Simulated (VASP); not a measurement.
Write the native input for VASP 6.6.1 that does the following.

```yaml
Task: single point
Functional: LDA
Potentials_or_basis: VASP PAW LDA potentials, release 64 (B, N)
Cutoff: 600 eV
k_mesh: 10 × 10 × 10
Occupations: gaussian, width 0.01 eV
Spin: no spin polarisation
Dipole_correction: no
Further_INCAR_settings: ALGO = Normal; EDIFF = 1e-06; NBANDS = 11
```

The structure of BN (zinc blende) lies in POSCAR:

```
BN
1.0
    0.0000000000      1.7426292627      1.7426292627
    1.7426292627      0.0000000000      1.7426292627
    1.7426292627      1.7426292627      0.0000000000
B N
1 1
Direct
    0.0000000000      0.0000000000      0.0000000000
    0.2500000000      0.2500000000      0.2500000000
```

This cell differs from its parent crystal: volume scaled by 0.896.

These files were run (other wordings do the same):

INCAR

```
SYSTEM = BN
PREC     = Accurate       ! precision mode
ENCUT    = 600            ! plane-wave cutoff, eV
EDIFF    = 1E-6           ! SCF threshold, eV
ISMEAR   = 0              ! smearing method
SIGMA    = 0.01           ! smearing width, eV
LREAL    = .FALSE.        ! projectors in reciprocal space
LASPH    = .TRUE.         ! aspherical terms in the spheres
NELM     = 120            ! most SCF steps
ALGO     = Normal         ! electronic algorithm
ISIF     = 2              ! what is computed and relaxed
LWAVE    = .FALSE.        ! write WAVECAR
LCHARG   = .FALSE.        ! write CHGCAR
NBANDS   = 11             ! bands
GGA_COMPAT= .FALSE.
```

KPOINTS

```
Automatic mesh
0
G
  10 10 10
  0 0 0
```

Potentials or basis: VASP PAW LDA potentials, release 64 (B, N).

Command:

```bash
$ cat potpaw_LDA.64/B/POTCAR potpaw_LDA.64/N/POTCAR > POTCAR
$ mpirun -np 1 vasp_std > vasp.out
```

It gave:

```json
{
 "Pressure": "38.8 GPa",
 "Band gap on the k mesh": "4.47 eV, indirect (least direct gap 9.20 eV)"
}
```

Run time: 9.3 s on 1 thread of Intel Xeon 8259CL (shared host), peak memory 0.11 GiB.
